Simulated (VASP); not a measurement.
# LaTe (Pm-3m) in VASP: a series of runs

The runs below take LaTe through single point, relaxation of cell and atoms, with LDA.

Everything below comes from runs of VASP 6.6.1. Logs are shortened: lines on timing, memory, paths and dates and some standing lists are left out, and cuts for length are marked.

## Step 1: The cell of the first run

The structure is cubic, space group Pm-3m (No. 221). The conventional cell has a = 3.845 Å, b = 3.845 Å, c = 3.845 Å, α = 90.00°, β = 90.00°, γ = 90.00°. Within 4.4 Å of La (site symmetry m-3m) lie 8 Te at 3.33 Å and 6 La at 3.84 Å. Within 4.4 Å of Te (site symmetry m-3m) lie 8 La at 3.33 Å and 6 Te at 3.84 Å.

## Step 2: Single point, LDA

The input, INCAR:

```
  ALGO = Normal
  EDIFF = 1E-7
  ENCUT = 520
  GGA = CA
  ISIF = 2
  ISMEAR = -1
  LASPH = T
  LCHARG = F
  LREAL = F
  LWAVE = F
  NBANDS = 16
  NELM = 80
  PREC = Accurate
  SIGMA = 0.1
```

The input, KPOINTS:

```
k-points
0
Gamma
  7 7 7
```

The input, POSCAR:

```
LaTe
1.0
    3.8445740862      0.0000000000      0.0000000000
    0.0000000000      3.8445740862      0.0000000000
    0.0000000000      0.0000000000      3.8445740862
La Te
1 1
Direct
    0.0000000000      0.0000000000      0.0000000000
    0.5000000000      0.5000000000      0.5000000000
```

Potentials or basis: VASP PAW LDA potentials, release 64 (La, Te).

Command:

```bash
$ cat potpaw_LDA.64/La/POTCAR potpaw_LDA.64/Te/POTCAR > POTCAR
$ mpirun -np 1 vasp_std > vasp.out
```

OUTCAR:

```text
EDIFF = 1E-7
   ENCUT = 520
   GGA = CA
   ISIF = 2
   ISMEAR = -1
   LASPH = T
   LREAL = F
   NELM = 80
   PREC = Accurate

 ion  position               nearest neighbor table
   1  0.000  0.000  0.000-   2 3.33   2 3.33   2 3.33   2 3.33   2 3.33   2 3.33   2 3.33   2 3.33

   2  0.500  0.500  0.500-   1 3.33   1 3.33   1 3.33   1 3.33   1 3.33   1 3.33   1 3.33   1 3.33

  LATTYP: Found a simple cubic cell.
 ALAT       =     3.8445740862

  Lattice vectors:

 A1 = (   3.8445740862,   0.0000000000,   0.0000000000)
 A2 = (   0.0000000000,   3.8445740862,   0.0000000000)
 A3 = (   0.0000000000,   0.0000000000,   3.8445740862)

Analysis of symmetry for initial positions (statically):
=====================================================================
 Subroutine PRICEL returns:
 Original cell was already a primitive cell.

 Routine SETGRP: Setting up the symmetry group for a
 simple cubic supercell.

 Subroutine GETGRP returns: Found 48 space group operations
 (whereof 48 operations were pure point group operations)
 out of a pool of 48 trial point group operations.

The static configuration has the point symmetry O_h .

Analysis of symmetry for dynamics (positions and initial velocities):
=====================================================================
 Subroutine PRICEL returns:
 Original cell was already a primitive cell.

 Routine SETGRP: Setting up the symmetry group for a
 simple cubic supercell.

 Subroutine GETGRP returns: Found 48 space group operations
 (whereof 48 operations were pure point group operations)
 out of a pool of 48 trial point group operations.

The dynamic configuration has the point symmetry O_h .

 Subroutine INISYM returns: Found 48 space group operations
 (whereof 48 operations are pure point group operations),
 and found     1 'primitive' translations

----------------------------------------------------------------------------------------

                                     Primitive cell

  volume of cell :      56.8257

  direct lattice vectors                    reciprocal lattice vectors
     3.844574086  0.000000000  0.000000000     0.260106836  0.000000000  0.000000000
     0.000000000  3.844574086  0.000000000     0.000000000  0.260106836  0.000000000
     0.000000000  0.000000000  3.844574086     0.000000000  0.000000000  0.260106836

  length of vectors
     3.844574086  3.844574086  3.844574086     0.260106836  0.260106836  0.260106836

  position of ions in fractional coordinates (direct lattice)
     0.000000000  0.000000000  0.000000000
     0.500000000  0.500000000  0.500000000

  ion indices of the primitive-cell ions
   primitive index   ion index
                 1           1
                 2           2

----------------------------------------------------------------------------------------

 KPOINTS: k-points

Automatic generation of k-mesh.
 Grid dimensions read from file:
 generate k-points for:    7    7    7

 Generating k-lattice:

  Cartesian coordinates                     Fractional coordinates (reciprocal lattice)
     0.037158119  0.000000000  0.000000000     0.142857143  0.000000000  0.000000000
     0.000000000  0.037158119  0.000000000     0.000000000  0.142857143  0.000000000
     0.000000000  0.000000000  0.037158119     0.000000000  0.000000000  0.142857143

  Length of vectors
     0.037158119  0.037158119  0.037158119

  Shift w.r.t. Gamma in fractional coordinates (k-lattice)
     0.000000000  0.000000000  0.000000000

 Subroutine IBZKPT returns following result:
 ===========================================

 Found     20 irreducible k-points:

 Following reciprocal coordinates:
            Coordinates               Weight
  0.000000  0.000000  0.000000      1.000000
  0.142857  0.000000  0.000000      6.000000
  0.285714  0.000000  0.000000      6.000000
  0.428571  0.000000  0.000000      6.000000
  0.142857  0.142857  0.000000     12.000000
  0.285714  0.142857  0.000000     24.000000
[... 12 lines left out ...]
  0.428571  0.428571  0.285714     24.000000
  0.428571  0.428571  0.428571      8.000000
   k-points           NKPTS =     20   k-points in BZ     NKDIM =     20   number of bands    NBANDS=     16
   number of dos      NEDOS =    301   number of ions     NIONS =      2
   total plane-waves  NPLWV =  27000
   dimension x,y,z NGX =    30 NGY =   30 NGZ =   30
   dimension x,y,z NGXF=    60 NGYF=   60 NGZF=   60
   ions per type =               1   1
   NGX,Y,Z   is equivalent  to a cutoff of  12.97, 12.97, 12.97 a.u.
   NGXF,Y,Z  is equivalent  to a cutoff of  25.95, 25.95, 25.95 a.u.
 SYSTEM =  unknown system
   PREC   = accura    normal or accurate (medium, high low for compatibility)
   ISTART =      0    job   : 0-new  1-cont  2-samecut
   ICHARG =      2    charge: 1-file 2-atom 10-const
   ISPIN  =      1    spin polarized calculation?
   LNONCOLLINEAR =      F non collinear calculations
   LSORBIT =      F    spin-orbit coupling
   LASPH  =      T    aspherical Exc in radial PAW
   ENCUT  =  520.0 eV  38.22 Ry    6.18 a.u.   7.15  7.15  7.15*2*pi/ulx,y,z
   NELM   =     80;   NELMIN=  2; NELMDL= -5     # of ELM steps
   EDIFF  = 0.1E-06   stopping-criterion for ELM
   LREAL  =      F    real-space projection
   EDIFFG = 0.1E-05   stopping-criterion for IOM
   NSW    =      0    number of steps for IOM
   IBRION =     -1    ionic relax: 0-MD 1-quasi-New 2-CG
   NFREE  =      0    steps in history (QN), initial steepest desc. (CG)
   ISIF   =      2    stress and relaxation
   ISYM   =      2    0-nonsym 1-usesym 2-fastsym
   POTIM  = 0.5000    time-step for ionic-motion
   TEBEG  =    0.0;   TEEND  =   0.0 temperature during run
   PSTRESS=    0.0 pullay stress
   NELECT =      17.0000    total number of electrons
   NUPDOWN=      -1.0000    fix difference up-down
   EMIN   =  10.00;   EMAX   =-10.00  energy-range for DOS
   EFERMI =   0.00;   METHOD = LEGACY
   ISMEAR =    -1;   SIGMA  =   0.10  broadening in eV -4-tet -1-fermi 0-gaus
   EFERMI_NEDOS =   21; number of points for ismear=-14 and -15
   IALGO  =     38    algorithm
   IMIX   =      4    mixing-type and parameters
     AMIX     =   0.40;   BMIX     =  1.00
     AMIX_MAG =   1.60;   BMIX_MAG =  1.00
  volume/ion in A,a.u.               =      28.41       191.74
  Fermi-wavevector in a.u.,A,eV,Ry     =   1.094904  2.069069 16.310880  1.198816
  Thomas-Fermi vector in A             =   2.231218
   LORBIT       =      0    0 simple, 1 ext, 2 COOP (PROOUT), +10 PAW based schemes
   GGA     = CA    functional components
   LHFCALC =     F    Hartree Fock is set to
   AEXX    =    0.0000 exact exchange contribution
   IVDW    =     0    specifies the selected vdW correction
   LEPSILON=     F    determine dielectric tensor
   LRPA    =     F    only Hartree local field effects (RPA)
 non-spin polarized calculation
  energy-cutoff  :      520.00
  volume of cell :       56.83
 maximum number of plane-waves:      1551
 NGX is ok and might be reduce to    30
   NGX = 15   NGY = 15   NGZ = 15

 number of electron      17.0000000 magnetization

 Free energy of the ion-electron system (eV)
  ---------------------------------------------------
  ext. energy  EPLUGINS =         0.00000000
  ---------------------------------------------------
  free energy    TOTEN  =       -12.47051553 eV

  energy without entropy =      -12.40483271  energy(sigma->0) =      -12.43767412

 E-fermi :   9.7161     XC(G=0): -10.5433

 val. band max:        9.6725610154   @ k =   0.2857   0.1429   0.1429
 cond. band min:       9.7253821773   @ k =   0.1429   0.1429   0.1429
 fundamental gap:      0.0528211619
 Fermi energy:         9.7160908419

 k-point     1 :       0.0000    0.0000    0.0000
  band No.  band energies     occupation
      1     -23.1719      2.00000
      2      -6.7051      2.00000
      3      -6.7051      2.00000
      4      -6.7051      2.00000
      5      -2.7195      2.00000
      6       8.3231      2.00000
[... 8 lines left out ...]
     15      11.8991      0.00000
     16      11.8991      0.00000

 k-point     2 :       0.1429    0.0000    0.0000
  band No.  band energies     occupation
      1     -23.1612      2.00000
      2      -6.9085      2.00000
      3      -6.6873      2.00000
      4      -6.6873      2.00000
      5      -2.4639      2.00000
      6       6.9413      2.00000
[... 8 lines left out ...]
     15      11.7495      0.00000
     16      11.7495      0.00000

 k-point     3 :       0.2857    0.0000    0.0000
  band No.  band energies     occupation
      1     -23.1369      2.00000
      2      -7.3084      2.00000
      3      -6.6470      2.00000
      4      -6.6470      2.00000
      5      -1.8934      2.00000
      6       5.3549      2.00000
[... 8 lines left out ...]
     15      11.6215      0.00000
     16      11.6215      0.00000

 k-point     4 :       0.4286    0.0000    0.0000
  band No.  band energies     occupation
      1     -23.1173      2.00000
      2      -7.5895      2.00000
      3      -6.6142      2.00000
      4      -6.6142      2.00000
      5      -1.3957      2.00000
      6       4.2979      2.00000
[... 8 lines left out ...]
     15      11.5939      0.00000
     16      11.5939      0.00000
[... 248 lines left out ...]
 k-point    18 :       0.4286    0.2857    0.2857
  band No.  band energies     occupation
      1     -23.0529      2.00000
      2      -7.2806      2.00000
      3      -7.0142      2.00000
      4      -6.9615      2.00000
      5      -1.4386      2.00000
      6       5.2809      2.00000
[... 8 lines left out ...]
     15      11.5914      0.00000
     16      11.8323      0.00000

 k-point    19 :       0.4286    0.4286    0.2857
  band No.  band energies     occupation
      1     -23.0353      2.00000
      2      -7.2112      2.00000
      3      -7.1942      2.00000
      4      -6.9428      2.00000
      5      -1.3541      2.00000
      6       5.0737      2.00000
[... 8 lines left out ...]
     15      11.5668      0.00000
     16      11.8860      0.00000

 k-point    20 :       0.4286    0.4286    0.4286
  band No.  band energies     occupation
      1     -23.0182      2.00000
      2      -7.1569      2.00000
      3      -7.1412      2.00000
      4      -7.1412      2.00000
      5      -1.1031      2.00000
      6       4.7026      2.00000
[... 8 lines left out ...]
     15      11.5577      0.00000
     16      13.0812      0.00000

------------------------ aborting loop because EDIFF is reached ----------------------------------------

  FORCE on cell =-STRESS in cart. coord.  units (eV):
  Direction    XX          YY          ZZ          XY          YZ          ZX
  --------------------------------------------------------------------------------------
  -------------------------------------------------------------------------------------
  Total        0.0098241      0.0098241      0.0098241     -0.0000000     -0.0000000     -0.0000000
  in kB        0.2769870      0.2769870      0.2769870     -0.0000000     -0.0000000     -0.0000000
  external PRESSURE =       0.2769870 kB  Pullay stress =       0.0000000 kB

 VOLUME and BASIS-vectors are now :
 -----------------------------------------------------------------------------
  energy-cutoff  :      520.00
  volume of cell :       56.83
      direct lattice vectors                 reciprocal lattice vectors
     3.844574086  0.000000000  0.000000000     0.260106836  0.000000000  0.000000000
     0.000000000  3.844574086  0.000000000     0.000000000  0.260106836  0.000000000
     0.000000000  0.000000000  3.844574086     0.000000000  0.000000000  0.260106836

 POSITION                                       TOTAL-FORCE (eV/Angst)
 -----------------------------------------------------------------------------------
      0.00000      0.00000      0.00000         0.000000      0.000000      0.000000
      1.92229      1.92229      1.92229         0.000000      0.000000      0.000000
 -----------------------------------------------------------------------------------
    total drift:                                0.000000     -0.000000     -0.000000

  FREE ENERGIE OF THE ION-ELECTRON SYSTEM (eV)
  ---------------------------------------------------
  free  energy   TOTEN  =       -12.4705155308 eV

  energy  without entropy=      -12.4048327099  energy(sigma->0) =      -12.43767412
```

It took 15 s on 1 thread of Intel Xeon Platinum 8259CL at 2.50GHz (Skylake/Cascade Lake), shared host; peak memory 0.17 GiB.

Results:

* Free energy: -12.4705 eV
* Pressure: 0.0 GPa

Caveat: spin-orbit coupling is left out, which moves the levels of the heavy elements.

## Step 3: Relaxation of cell and atoms, LDA

This run uses another cell than the first one, of 30.49 Å³/atom, 1.073 times its volume.

The input, INCAR:

```
SYSTEM = LaTe
  PREC = Accurate
  ENCUT = 600
  EDIFF = 1E-6
  ISMEAR = -1
  SIGMA = 0.1
  LREAL = .False.
  LASPH = .True.
  NELM = 100
  ALGO = Normal
  ISIF = 3
  LWAVE = .False.
  LCHARG = .False.
  GGA = CA
  IBRION = 2
  NSW = 80
  EDIFFG = -0.02
```

The input, KPOINTS:

```
Automatic mesh
0
Gamma
  7 7 7
  0 0 0
```

The input, POSCAR:

```
LaTe
1.0
    3.9360920000      0.0000000000      0.0000000000
    0.0000000000      3.9360920000      0.0000000000
    0.0000000000      0.0000000000      3.9360920000
La Te
1 1
Direct
    0.0000000000      0.0000000000      0.0000000000
    0.5000000000      0.5000000000      0.5000000000
```

Potentials or basis: VASP PAW LDA potentials, release 64 (La, Te).

Command:

```bash
$ cat potpaw_LDA.64/La/POTCAR potpaw_LDA.64/Te/POTCAR > POTCAR
$ mpirun -np 1 vasp_std > vasp.out
```

Run time: 30 s. Hardware: 1 thread of Intel Xeon Platinum 8259CL at 2.50GHz (Skylake/Cascade Lake), shared host; peak memory 0.18 GiB.

Results (log left out):

```
Free energy                            : -12.4708 eV
Relaxed volume                         : 28.43 Å³/atom
Relaxed cell                           : a = 3.845 Å, b = 3.845 Å, c = 3.845 Å, α = 90.00°, β = 90.00°, γ = 90.00°
Space group after relaxing (to 0.05 Å) : Pm-3m (No. 221)
Energy gained by relaxing              : 28.6 meV/atom
Ionic steps                            : 3
Pressure after relaxing                : 0.0 GPa
```

Step by step:
```
step  energy change (eV)  largest force (eV/Å)  pressure (GPa)  volume (Å³)
   1              0.0000                0.0000           -4.17        60.98
   2             -0.0292                0.0000            3.60        54.24
   3             -0.0572                0.0000           -0.02        56.87
```

Final structure:
```
La Te
1.0
     3.84546    0.00000    0.00000
     0.00000    3.84546    0.00000
     0.00000    0.00000    3.84546
La Te
1 1
Direct
  0.00000 0.00000 0.00000
  0.50000 0.50000 0.50000
```

Levels at points of the mesh, in eV from the Fermi level:
| k point | band 7 | band 8 | band 9 | band 10 | band 11 | band 12 |
| --- | --- | --- | --- | --- | --- | --- |
| (0.00, 0.00, 0.00) | -1.39 | -1.39 | -1.35 | -1.35 | 1.51 | 1.51 |

Caveat: spin-orbit coupling is left out, which moves the levels of the heavy elements.
